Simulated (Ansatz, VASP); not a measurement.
## Hf: VASP beside Ansatz

```xyz
1
Lattice="0.0000 2.2200 2.2200 2.2200 0.0000 2.2200 2.2200 2.2200 0.0000" Properties=species:S:1:pos:R:3 pbc="T T T"
Hf    0.0000    0.0000    0.0000
```

Alike in both runs: functional PBEsol; k mesh 7 × 7 × 7; occupations fermi-dirac, width 0.05 eV; non-collinear spin, spin-orbit coupling.

```csv
,VASP,Ansatz
version,VASP 6.6.1,Ansatz 0.2.0
potentials or method,"VASP PAW PBE potentials, release 64 (Hf_pv)",Ansatz PAW
plane-wave cutoff (eV),520,420
valence electrons in the cell,10,26
task,single point,band structure
```

VASP gave:

* pressure (GPa): -2.1
* net moment per atom (μB): 0.00

Question: Estimate Ansatz's values.

Answer: Pressure (GPa): -1.6; net moment per atom (μB): 0.00.

VASP's potentials were made for PBE, not for PBEsol. The functional is the same, so the differences come from potentials, cutoffs and numerics. VASP's potentials hold 10 valence electrons a cell and Ansatz's 26, so a difference there can come from the potentials and not from the codes.
